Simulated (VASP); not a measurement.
Write the native input for VASP 6.6.1 that does the following.

* Task: single point
* Functional: PBE
* Potentials or basis: VASP PAW PBE potentials, release 64 (Ti_sv)
* Cutoff: 520 eV
* k mesh: 8 × 8 × 11
* Occupations: fermi-dirac, width 0.1 eV
* Spin: no spin polarisation
* Dipole correction: no
* Further INCAR settings: ALGO = Normal; EDIFF = 1e-07; NBANDS = 25

The structure of Ti lies in POSCAR:

```
Ti
1.0
    4.4008592762      0.0000000000      0.0000000000
   -2.2004296381      3.8112559317      0.0000000000
    0.0000000000      0.0000000000      2.7311291705
Ti
3
Direct
    0.0000000000      0.0000000000      0.0000000000
    0.3333333333      0.6666666667      0.5000000000
    0.6666666667      0.3333333333      0.5000000000
```

The input as run:

INCAR

```
PREC     = Accurate       # precision mode
ENCUT    = 520            # plane-wave cutoff, eV
EDIFF    = 1E-7           # SCF threshold, eV
ISMEAR   = -1             # smearing method
SIGMA    = 0.1            # smearing width, eV
LREAL    = False          # projectors in reciprocal space
LASPH    = True           # aspherical terms in the spheres
NELM     = 60             # most SCF steps
ALGO     = Normal         # electronic algorithm
ISIF     = 2              # what is computed and relaxed
LWAVE    = False          # write WAVECAR
LCHARG   = True           # write CHGCAR
GGA      = PE             # functional
LELF     = True           # ELF
LVHAR    = True         
NBANDS   = 25             # bands
```

KPOINTS

```
regular mesh
0
Gamma
  8 8 11
```

Potentials or basis: VASP PAW PBE potentials, release 64 (Ti_sv).

Command:

```bash
$ cat potpaw_PBE.64/Ti_sv/POTCAR > POTCAR
$ mpirun -np 1 vasp_std > vasp.out
```

It gave:

* Pressure: 15.6 GPa
* Band gap on the k mesh: zero (band 18 reaches 9.93 eV, above the bottom of band 19 at 9.52 eV)

Wall time 38 s on 1 thread of Intel(R) Xeon(R) 6975P-C (Granite Rapids), with other jobs on the host, peak memory 0.19 GiB.
